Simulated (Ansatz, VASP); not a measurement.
**CdS in VASP and in Ansatz**

```
Cd S
1.0
     0.00000    2.92648    2.92648
     2.92648    0.00000    2.92648
     2.92648    2.92648    0.00000
Cd S
1 1
Direct
  0.00000 0.00000 0.00000
  0.25000 0.25000 0.25000
```

Alike in both runs: functional PBE; dispersion D3(BJ); k mesh 8 × 8 × 8; occupations gaussian, width 0.02 eV; no spin polarisation.

Ansatz relaxed the structure, and its values are those at the end. VASP's run is a single point on that final structure, the one shown.

|  | VASP | Ansatz |
| --- | --- | --- |
| version | VASP 6.6.1 | Ansatz 0.2.0 |
| potentials or method | VASP PAW PBE potentials, release 64 (Cd, S), cutoff 500 eV | scalar-relativistic, plane waves, PAW |
| valence electrons in the cell | 18 | 26 |

|  | VASP | Ansatz | Ansatz less VASP |
| --- | --- | --- | --- |
| gap on the k mesh at the Fermi level (eV) | 1.13 | 1.12 | -0.005 |
| least direct gap on the mesh (eV) | 1.13 | 1.12 | -0.005 |
| pressure (GPa) | 0.3 | 0.0 | -0.32 |

VASP's potentials hold 18 valence electrons a cell and Ansatz's 26, so a difference there can come from the potentials and not from the codes.
